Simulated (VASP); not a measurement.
Wanted: the native input for a VASP 6.6.1 run.

```
Task                   : single point
Functional             : PBE
Potentials or basis    : VASP PAW PBE potentials, release 64 (B, N)
Cutoff                 : 600 eV
k mesh                 : 8 × 8 × 8
Occupations            : gaussian, width 0.1 eV
Spin                   : no spin polarisation
Dipole correction      : no
Further INCAR settings : ALGO = Normal; EDIFF = 1e-06; NBANDS = 11
```

The structure of BN lies in POSCAR:

```
BN
1.0
    0.0000000000      1.8123428894      1.8123428894
    1.8123428894      0.0000000000      1.8123428894
    1.8123428894      1.8123428894      0.0000000000
B N
1 1
Direct
    0.7500000000      0.7500000000      0.7500000000
    0.0000000000      0.0000000000      0.0000000000
```

One way to write it, as run:

INCAR

```
  PREC = Accurate
  ENCUT = 600
  EDIFF = 1E-6
  ISMEAR = 0
  SIGMA = 0.1
  LREAL = False
  LASPH = True
  NELM = 120
  ALGO = Normal
  ISIF = 2
  LWAVE = False
  LCHARG = False
  GGA = PE
  NBANDS = 11
  GGA_COMPAT = False
```

KPOINTS

```
regular mesh
0
Gamma
  8 8 8
```

Potentials or basis: VASP PAW PBE potentials, release 64 (B, N).

Command:

```bash
$ cat potpaw_PBE.64/B/POTCAR potpaw_PBE.64/N/POTCAR > POTCAR
$ mpirun -np 1 vasp_std > vasp.out
```

It gave:

* Pressure: 0.0 GPa
* Band gap on the k mesh: 4.45 eV, indirect (least direct gap 8.78 eV)

Wall time 6.2 s on 1 thread of Intel(R) Xeon(R) Platinum 8375C CPU @ 2.90GHz (Ice Lake), on a shared host, peak memory 0.12 GiB.
